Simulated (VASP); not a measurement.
A run of VASP 6.6.1:

File INCAR:

```
ALGO     = Normal         # electronic algorithm
EDIFF    = 1E-7           # SCF threshold, eV
ENCUT    = 520            # plane-wave cutoff, eV
GGA      = PS             # functional
ISIF     = 2              # what is computed and relaxed
ISMEAR   = 0              # smearing method
LASPH    = True           # aspherical terms in the spheres
LCHARG   = False          # write CHGCAR
LREAL    = False          # projectors in reciprocal space
LWAVE    = False          # write WAVECAR
NBANDS   = 26             # bands
NELM     = 60             # most SCF steps
PREC     = Accurate       # precision mode
SIGMA    = 0.05           # smearing width, eV
```

The input KPOINTS:

```
k-points
0
Gamma
  9 9 6
```

Contents of POSCAR:

```
ZnS
1.0
    3.6869103465      0.0000000000      0.0000000000
   -1.8434551732      3.1929580215      0.0000000000
    0.0000000000      0.0000000000      6.0534967868
Zn S
2 2
Direct
    0.3217290192      0.6666666667      0.0054424479
    0.6782709808      0.3333333333      0.5054424479
    0.3050372832      0.6666666667      0.3795575521
    0.6949627168      0.3333333333      0.8795575521
```

Potentials or basis: VASP PAW PBE potentials, release 64 (Zn, S).

Run with:

```bash
$ cat potpaw_PBE.64/Zn/POTCAR potpaw_PBE.64/S/POTCAR > POTCAR
$ mpirun -np 1 vasp_std > vasp.out
```

Hardware: 1 thread of Intel(R) Xeon(R) 6975P-C (Granite Rapids), on a shared host.

Estimate the wall time of this run.

Wall time 110 s on 1 thread of Intel(R) Xeon(R) 6975P-C (Granite Rapids), on a shared host, peak memory 0.37 GiB. Counts: scf iterations 15, k points 164.
